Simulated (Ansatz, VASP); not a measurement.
One calculation of AlRu, two programs

```
Al Ru
1.0
     2.52995    0.00000    0.00000
     0.00000    3.42287    0.00000
     0.00000    0.00000    2.97641
Al Ru
1 1
Direct
  0.00000 0.00000 0.00000
  0.50000 0.50000 0.50000
```

Change from the starting cell: strain -0.1500 x Voigt [1, -1, 0, 0, 0, 0], atoms carried along.

Alike in both runs: task single point; functional PBEsol; k mesh 20 × 20 × 20; occupations gaussian, width 0.15 eV; no spin polarisation.

```csv
,VASP,Ansatz
version,VASP 6.6.1,Ansatz 0.2.0
potentials or method,"VASP PAW PBE potentials, release 64 (Al, Ru_pv), cutoff 520 eV","scalar-relativistic, plane waves, PAW"
valence electrons in the cell,17,19
```

|  | VASP | Ansatz | Ansatz less VASP |
| --- | --- | --- | --- |
| gap on the k mesh at the Fermi level (eV) | none | none | - |
| pressure (GPa) | 14.9 | 14.8 | -0.14 |
| traceless stress, the component that is largest in VASP (GPa) | 29.81 | 29.73 | -0.075 |

VASP's potentials were made for PBE, not for PBEsol. A gap of «none» marks a metal or a gap that the smearing closes. The functional is the same, so the differences come from potentials, cutoffs and numerics. VASP's potentials hold 17 valence electrons a cell and Ansatz's 19, so a difference there can come from the potentials and not from the codes.
